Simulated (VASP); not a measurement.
# Sn4C (P6/mmm) in VASP: single point with PBE

Aim: the single point of Sn4C with PBE.

Program: VASP 6.6.1. These are calculated values, not measurements. Logs are shortened: lines on timing, memory, paths and dates and some standing lists are left out, and cuts for length are marked.

### 1 The cell of the first run

It takes space group P6/mmm (No. 191, hexagonal). The conventional cell has a = 5.317 Å, b = 5.317 Å, c = 5.856 Å, α = 90.00°, β = 90.00°, γ = 120.00°. Sn (site symmetry -6m2) has 5 Sn at 2.93 to 3.07 Å within 3.9 Å. Within 3.9 Å of Sn (site symmetry -6m2) lie 5 Sn at 2.93 to 3.07 Å and 3 C at 3.07 Å. Within 4.0 Å of C (site symmetry 6/mmm) lie 6 Sn at 3.07 Å.

### 2 Single point, PBE

Contents of INCAR:

```
PREC     = Accurate       # precision mode
ENCUT    = 520            # plane-wave cutoff, eV
EDIFF    = 1E-6           # SCF threshold, eV
ISMEAR   = 0              # smearing method
SIGMA    = 0.1            # smearing width, eV
LREAL    = False          # projectors in reciprocal space
LASPH    = True           # aspherical terms in the spheres
NELM     = 100            # most SCF steps
ALGO     = Normal         # electronic algorithm
ISIF     = 2              # what is computed and relaxed
LWAVE    = False          # write WAVECAR
LCHARG   = False          # write CHGCAR
GGA      = PE             # functional
NBANDS   = 38             # bands
```

Contents of KPOINTS:

```
Automatic mesh
0
Gamma
  6 6 4
```

Contents of POSCAR:

```
Sn4C
1.0
    5.3167897900      0.0000000000      0.0000000000
   -2.6583948900      4.6044750200      0.0000000000
    0.0000000000      0.0000000000      5.8561486800
Sn C
4 1
Direct
    0.3333333300      0.6666666700      0.0000000000
    0.6666666700      0.3333333300      0.0000000000
    0.3333333300      0.6666666700      0.5000000000
    0.6666666700      0.3333333300      0.5000000000
    0.0000000000      0.0000000000      0.5000000000
```

Potentials or basis: VASP PAW PBE potentials, release 64 (Sn_d, C).

On the command line:

```sh
cat potpaw_PBE.64/Sn_d/POTCAR potpaw_PBE.64/C/POTCAR > POTCAR
mpirun -np 1 vasp_std > vasp.out
```

OUTCAR:

```text
PREC = Accurate
   ENCUT = 520
   EDIFF = 1E-6
   ISMEAR = 0
   LREAL = False
   LASPH = True
   NELM = 100
   ISIF = 2
   GGA = PE

 ion  position               nearest neighbor table
   1  0.333  0.667  0.000-   3 2.93   3 2.93   2 3.07   2 3.07   2 3.07
   2  0.667  0.333  0.000-   4 2.93   4 2.93   1 3.07   1 3.07   1 3.07
   3  0.333  0.667  0.500-   1 2.93   1 2.93   4 3.07   4 3.07   4 3.07
   4  0.667  0.333  0.500-   2 2.93   2 2.93   3 3.07   3 3.07   3 3.07
   5  0.000  0.000  0.500-

  LATTYP: Found a hexagonal cell.
 ALAT       =     5.3167897900
 C/A-ratio  =     1.1014444639

  Lattice vectors:

 A1 = (   5.3167897900,   0.0000000000,   0.0000000000)
 A2 = (  -2.6583948900,   4.6044750200,   0.0000000000)
 A3 = (   0.0000000000,   0.0000000000,   5.8561486800)

Analysis of symmetry for initial positions (statically):
=====================================================================
 Subroutine PRICEL returns:
 Original cell was already a primitive cell.

 Routine SETGRP: Setting up the symmetry group for a
 hexagonal supercell.

 Subroutine GETGRP returns: Found 24 space group operations
 (whereof 24 operations were pure point group operations)
 out of a pool of 24 trial point group operations.

The static configuration has the point symmetry D_6h.

Analysis of symmetry for dynamics (positions and initial velocities):
=====================================================================
 Subroutine PRICEL returns:
 Original cell was already a primitive cell.

 Routine SETGRP: Setting up the symmetry group for a
 hexagonal supercell.

 Subroutine GETGRP returns: Found 24 space group operations
 (whereof 24 operations were pure point group operations)
 out of a pool of 24 trial point group operations.

The dynamic configuration has the point symmetry D_6h.

 Subroutine INISYM returns: Found 24 space group operations
 (whereof 24 operations are pure point group operations),
 and found     1 'primitive' translations

----------------------------------------------------------------------------------------

                                     Primitive cell

  volume of cell :     143.3645

  direct lattice vectors                    reciprocal lattice vectors
     5.316789790  0.000000000  0.000000000     0.188083419  0.108590012  0.000000000
    -2.658394890  4.604475020  0.000000000     0.000000000  0.217180025  0.000000000
     0.000000000  0.000000000  5.856148680     0.000000000  0.000000000  0.170760692

  length of vectors
     5.316789790  5.316789783  5.856148680     0.217180025  0.217180025  0.170760692

  position of ions in fractional coordinates (direct lattice)
     0.333333330  0.666666670  0.000000000
     0.666666670  0.333333330  0.000000000
     0.333333330  0.666666670  0.500000000
     0.666666670  0.333333330  0.500000000
     0.000000000  0.000000000  0.500000000

  ion indices of the primitive-cell ions
   primitive index   ion index
                 1           1
                 2           2
                 3           3
                 4           4
                 5           5

----------------------------------------------------------------------------------------

 KPOINTS: Automatic mesh

Automatic generation of k-mesh.
 Grid dimensions read from file:
 generate k-points for:    6    6    4

 Generating k-lattice:

  Cartesian coordinates                     Fractional coordinates (reciprocal lattice)
     0.031347236  0.018098335  0.000000000     0.166666667  0.000000000  0.000000000
     0.000000000  0.036196671  0.000000000     0.000000000  0.166666667  0.000000000
     0.000000000  0.000000000  0.042690173     0.000000000  0.000000000  0.250000000

  Length of vectors
     0.036196671  0.036196671  0.042690173

  Shift w.r.t. Gamma in fractional coordinates (k-lattice)
     0.000000000  0.000000000  0.000000000

 Subroutine IBZKPT returns following result:
 ===========================================

 Found     21 irreducible k-points:

 Following reciprocal coordinates:
            Coordinates               Weight
  0.000000  0.000000  0.000000      1.000000
  0.166667 -0.000000  0.000000      6.000000
  0.333333  0.000000  0.000000      6.000000
  0.500000  0.000000  0.000000      3.000000
  0.166667  0.166667  0.000000      6.000000
  0.333333  0.166667  0.000000     12.000000
[... 13 lines left out ...]
  0.333333  0.166667  0.500000     12.000000
  0.333333  0.333333  0.500000      2.000000
   k-points           NKPTS =     21   k-points in BZ     NKDIM =     21   number of bands    NBANDS=     38
   number of dos      NEDOS =    301   number of ions     NIONS =      5
   total plane-waves  NPLWV =  76800
   dimension x,y,z NGX =    40 NGY =   40 NGZ =   48
   dimension x,y,z NGXF=    80 NGYF=   80 NGZF=   96
   ions per type =               4   1
   NGX,Y,Z   is equivalent  to a cutoff of  12.51, 12.51, 13.63 a.u.
   NGXF,Y,Z  is equivalent  to a cutoff of  25.01, 25.01, 27.25 a.u.
 SYSTEM =  unknown system
   PREC   = accura    normal or accurate (medium, high low for compatibility)
   ISTART =      0    job   : 0-new  1-cont  2-samecut
   ICHARG =      2    charge: 1-file 2-atom 10-const
   ISPIN  =      1    spin polarized calculation?
   LNONCOLLINEAR =      F non collinear calculations
   LSORBIT =      F    spin-orbit coupling
   LASPH  =      T    aspherical Exc in radial PAW
   ENCUT  =  520.0 eV  38.22 Ry    6.18 a.u.   9.89  9.89 10.89*2*pi/ulx,y,z
   NELM   =    100;   NELMIN=  2; NELMDL= -5     # of ELM steps
   EDIFF  = 0.1E-05   stopping-criterion for ELM
   LREAL  =      F    real-space projection
   EDIFFG = 0.1E-04   stopping-criterion for IOM
   NSW    =      0    number of steps for IOM
   IBRION =     -1    ionic relax: 0-MD 1-quasi-New 2-CG
   NFREE  =      0    steps in history (QN), initial steepest desc. (CG)
   ISIF   =      2    stress and relaxation
   ISYM   =      2    0-nonsym 1-usesym 2-fastsym
   POTIM  = 0.5000    time-step for ionic-motion
   TEBEG  =    0.0;   TEEND  =   0.0 temperature during run
   PSTRESS=    0.0 pullay stress
   NELECT =      60.0000    total number of electrons
   NUPDOWN=      -1.0000    fix difference up-down
   EMIN   =  10.00;   EMAX   =-10.00  energy-range for DOS
   EFERMI =   0.00;   METHOD = LEGACY
   ISMEAR =     0;   SIGMA  =   0.10  broadening in eV -4-tet -1-fermi 0-gaus
   EFERMI_NEDOS =   21; number of points for ismear=-14 and -15
   IALGO  =     38    algorithm
   IMIX   =      4    mixing-type and parameters
     AMIX     =   0.40;   BMIX     =  1.00
     AMIX_MAG =   1.60;   BMIX_MAG =  1.00
  volume/ion in A,a.u.               =      28.67       193.49
  Fermi-wavevector in a.u.,A,eV,Ry     =   1.224554  2.314072 20.402385  1.499533
  Thomas-Fermi vector in A             =   2.359625
   LORBIT       =      0    0 simple, 1 ext, 2 COOP (PROOUT), +10 PAW based schemes
   GGA     = PE    functional components
   LHFCALC =     F    Hartree Fock is set to
   AEXX    =    0.0000 exact exchange contribution
   IVDW    =     0    specifies the selected vdW correction
   LEPSILON=     F    determine dielectric tensor
   LRPA    =     F    only Hartree local field effects (RPA)
 non-spin polarized calculation
 Gauss-broadening in eV      SIGMA  =   0.10
  energy-cutoff  :      520.00
  volume of cell :      143.36
 maximum number of plane-waves:      3894
 NGX is ok and might be reduce to    40
   NGX = 19   NGY = 19   NGZ = 21

 number of electron      59.9999996 magnetization

 Free energy of the ion-electron system (eV)
  ---------------------------------------------------
  ext. energy  EPLUGINS =         0.00000000
  ---------------------------------------------------
  free energy    TOTEN  =       -18.27415857 eV

  energy without entropy =      -18.25043196  energy(sigma->0) =      -18.26229526

 E-fermi :   5.3002     XC(G=0):  -9.3253

 val. band max:        5.2464898628   @ k =   0.0000   0.0000   0.2500
 cond. band min:       5.3348345282   @ k =   0.5000   0.0000   0.0000
 fundamental gap:      0.0883446654
 Fermi energy:         5.3002130683

 k-point     1 :       0.0000    0.0000    0.0000
  band No.  band energies     occupation
      1     -16.3111      2.00000
      2     -16.1965      2.00000
      3     -16.1074      2.00000
      4     -16.1074      2.00000
      5     -16.0797      2.00000
      6     -16.0797      2.00000
[... 30 lines left out ...]
     37      10.8575      0.00000
     38      10.8575      0.00000

 k-point     2 :       0.1667   -0.0000    0.0000
  band No.  band energies     occupation
      1     -16.3066      2.00000
      2     -16.2089      2.00000
      3     -16.1094      2.00000
      4     -16.1031      2.00000
      5     -16.0978      2.00000
      6     -16.0829      2.00000
[... 30 lines left out ...]
     37      10.5074      0.00000
     38      10.9639      0.00000

 k-point     3 :       0.3333    0.0000    0.0000
  band No.  band energies     occupation
      1     -16.2941      2.00000
      2     -16.2355      2.00000
      3     -16.1239      2.00000
      4     -16.1133      2.00000
      5     -16.0927      2.00000
      6     -16.0908      2.00000
[... 30 lines left out ...]
     37      10.0954      0.00000
     38      10.9524      0.00000

 k-point     4 :       0.5000    0.0000    0.0000
  band No.  band energies     occupation
      1     -16.2821      2.00000
      2     -16.2538      2.00000
      3     -16.1344      2.00000
      4     -16.1151      2.00000
      5     -16.0952      2.00000
      6     -16.0857      2.00000
[... 30 lines left out ...]
     37       9.9455      0.00000
     38      11.8371      0.00000
[... 580 lines left out ...]
      4     -16.0613      2.00000
      5     -16.0439      2.00000
      6     -16.0349      2.00000
[... 30 lines left out ...]
     37       9.2864      0.00000
     38       9.4634      0.00000

 k-point    20 :       0.3333    0.1667    0.5000
  band No.  band energies     occupation
      1     -16.1503      2.00000
      2     -16.1118      2.00000
      3     -16.0922      2.00000
      4     -16.0763      2.00000
      5     -16.0481      2.00000
      6     -16.0418      2.00000
[... 30 lines left out ...]
     37       8.7779      0.00000
     38       9.2061      0.00000

 k-point    21 :       0.3333    0.3333    0.5000
  band No.  band energies     occupation
      1     -16.1613      2.00000
      2     -16.0999      2.00000
      3     -16.0999      2.00000
      4     -16.0854      2.00000
      5     -16.0449      2.00000
      6     -16.0426      2.00000
[... 30 lines left out ...]
     37       9.0191      0.00000
     38       9.0191      0.00000

------------------------ aborting loop because EDIFF is reached ----------------------------------------

  FORCE on cell =-STRESS in cart. coord.  units (eV):
  Direction    XX          YY          ZZ          XY          YZ          ZX
  --------------------------------------------------------------------------------------
  -------------------------------------------------------------------------------------
  Total       -4.5693284     -4.5693284      4.3857267     -0.0000000     -0.0000000     -0.0000000
  in kB      -51.0647549    -51.0647548     49.0129044     -0.0000001     -0.0000000     -0.0000000
  external PRESSURE =     -17.7055351 kB  Pullay stress =       0.0000000 kB

 VOLUME and BASIS-vectors are now :
 -----------------------------------------------------------------------------
  energy-cutoff  :      520.00
  volume of cell :      143.36
      direct lattice vectors                 reciprocal lattice vectors
     5.316789790  0.000000000  0.000000000     0.188083419  0.108590012  0.000000000
    -2.658394890  4.604475020  0.000000000     0.000000000  0.217180025  0.000000000
     0.000000000  0.000000000  5.856148680     0.000000000  0.000000000  0.170760692

 POSITION                                       TOTAL-FORCE (eV/Angst)
 -----------------------------------------------------------------------------------
     -0.00000      3.06965      0.00000        -0.000000     -0.000000      0.000000
      2.65839      1.53482      0.00000         0.000000      0.000000      0.000000
     -0.00000      3.06965      2.92807        -0.000000     -0.000000      0.000000
      2.65839      1.53482      2.92807         0.000000      0.000000     -0.000000
      0.00000      0.00000      2.92807        -0.000000      0.000000      0.000000
 -----------------------------------------------------------------------------------
    total drift:                                0.000000     -0.000000      0.000000

  FREE ENERGIE OF THE ION-ELECTRON SYSTEM (eV)
  ---------------------------------------------------
  free  energy   TOTEN  =       -18.2741585706 eV

  energy  without entropy=      -18.2504319566  energy(sigma->0) =      -18.26229526
```

It took 88 s on 1 thread of AMD EPYC 9R45 (Zen 5), shared host; peak memory 0.27 GiB.

What came out:

| Property | Result |
| --- | --- |
| Free energy | -18.2742 eV |
| Pressure | -1.8 GPa |
| Band gap on the k mesh | zero (band 30 reaches 6.20 eV, above the bottom of band 31 at 4.20 eV) |

Caveat: spin-orbit coupling is left out, which moves the levels of the heavy elements.
